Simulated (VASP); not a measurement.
Input of a VASP 6.6.1 run:

The input INCAR:

```
PREC = Accurate
ENCUT = 520
EDIFF = 1E-7
ISMEAR = -1
SIGMA = 0.1
LREAL = False
LASPH = True
NELM = 60
ALGO = Normal
ISIF = 2
LWAVE = False
LCHARG = False
GGA = RP
NBANDS = 21
```

The input KPOINTS:

```
Automatic mesh
0
Gamma
  11 11 11
```

POSCAR

```
Ru
1.0
    0.0000000000      2.7437920177      2.7437920177
    2.7437920177      0.0000000000      2.7437920177
    2.7437920177      2.7437920177      0.0000000000
Ru
2
Direct
    0.1250000000      0.1250000000      0.1250000000
    0.8750000000      0.8750000000      0.8750000000
```

Potentials or basis: VASP PAW PBE potentials, release 64 (Ru_pv).

Run with:

```console
$ cat potpaw_PBE.64/Ru_pv/POTCAR > POTCAR
$ mpirun -np 1 vasp_std > vasp.out
```

Task: Estimate the pressure.

Result: 0.3 GPa.

Task: What does it give for the band gap on the k mesh?

Result: Zero (band 14 reaches 7.23 eV, above the bottom of band 15 at 6.42 eV).

Caveat: the PAW data sets were made with another functional, which shifts forces and pressure a little.
